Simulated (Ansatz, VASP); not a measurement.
**Ni in VASP and in Ansatz**

Contents of INCAR:

```
PREC = Accurate
ENCUT = 520
EDIFF = 1E-6
ISMEAR = -1
SIGMA = 0.1
LREAL = F
LASPH = T
NELM = 150
ALGO = Normal
ISIF = 2
LWAVE = F
LCHARG = T
ISPIN = 2
MAGMOM = 1 -1
LORBIT = 11
LMAXMIX = 4
GGA = PS
LELF = T
LVHAR = T
NBANDS = 21
```

The input KPOINTS:

```
Automatic mesh
0
Gamma
  16 16 8
```

POSCAR

```
Ni
1.0
    2.3635373233      0.0000000000      0.0000000000
   -1.1817686617      2.0468857698      0.0000000000
    0.0000000000      0.0000000000      3.9322548205
Ni
2
Direct
    0.3333333333      0.6666666667      0.2500000000
    0.6666666667      0.3333333333      0.7500000000
```

Input for Ansatz:

```yaml
crystal:
  lattice:
    - [2.363537323302274, 0.0, 0.0]
    - [-1.181768661651137, 2.0468857698331653, 0.0]
    - [0.0, 0.0, 3.9322548205156544]
  atoms:
    - { symbol: Ni, position: [0.3333333333333333, 0.6666666666666666, 0.25], spin: 1.0 }
    - { symbol: Ni, position: [0.6666666666666666, 0.3333333333333333, 0.75], spin: -1.0 }
basis:
  ecutwfc: 500.0
kpoints:
  mp_grid:
    grid: [16, 16, 8]
hamiltonian:
  xc: pbesol
magnetization:
  spin_polarized: true
scf:
  occupations:
    method: fermi_dirac
    width: 0.1
```

Alike in both runs: task single point; functional PBEsol; k mesh 16 × 16 × 8; occupations fermi-dirac, width 0.1 eV; collinear spin.

|  | VASP | Ansatz |
| --- | --- | --- |
| version | VASP 6.6.1 | Ansatz 0.2.0 |
| potentials or method | VASP PAW PBE potentials, release 64 (Ni), cutoff 520 eV | plane waves, PAW |
| valence electrons in the cell | 20 | 36 |

|  | VASP | Ansatz | Ansatz less VASP |
| --- | --- | --- | --- |
| net moment per atom (μB) | 0.00 | 0.58 | +0.576 |
| size of the moment on the site where the two differ most (μB) | 0.00 | 0.61 | +0.604 |

The net moments are unlike, so the other rows may belong to different states. VASP's potentials were made for PBE, not for PBEsol. Site moments also hang on the region over which each program counts them. VASP's potentials hold 20 valence electrons a cell and Ansatz's 36, so a difference there can come from the potentials and not from the codes. Ansatz's warnings: seeded moment not kept, structure snapped to symmetry.
